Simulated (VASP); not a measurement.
Sb, 2 atoms in the cell. It takes space group R-3m (No. 166, trigonal). Conventional cell: a = 4.278 Å, b = 4.278 Å, c = 10.949 Å, α = 90.00°, β = 90.00°, γ = 120.00°. Sb (site symmetry 3m) has 6 Sb at 2.90 to 3.27 Å within 3.8 Å. 

```yaml
Program: VASP 6.6.1
Task: relaxation of shape and atoms at fixed volume
Functional: PBEsol
Potentials_or_basis: VASP PAW PBE potentials, release 64 (Sb)
Cutoff: 600 eV
k_mesh: 12 × 12 × 12
Occupations: gaussian, width 0.1 eV
Spin: no spin polarisation
Dipole_correction: no
Further_INCAR_settings: ALGO = Normal; EDIFF = 1e-06; IBRION = 2; EDIFFG = -0.01; NSW = 50; ISIF = 4
```

Potentials or basis: VASP PAW PBE potentials, release 64 (Sb).

Command:

```sh
$ cat potpaw_PBE.64/Sb/POTCAR > POTCAR
$ mpirun -np 1 vasp_std > vasp.out
```

Hardware: 1 thread of Intel Xeon 8259CL, on a shared host.

How long does it take, and how much memory?

Run time: 5.5 min on 1 thread of Intel Xeon 8259CL, with other jobs on the host, peak memory 0.29 GiB. Counts: scf iterations 31, k points 189, ion steps 6.
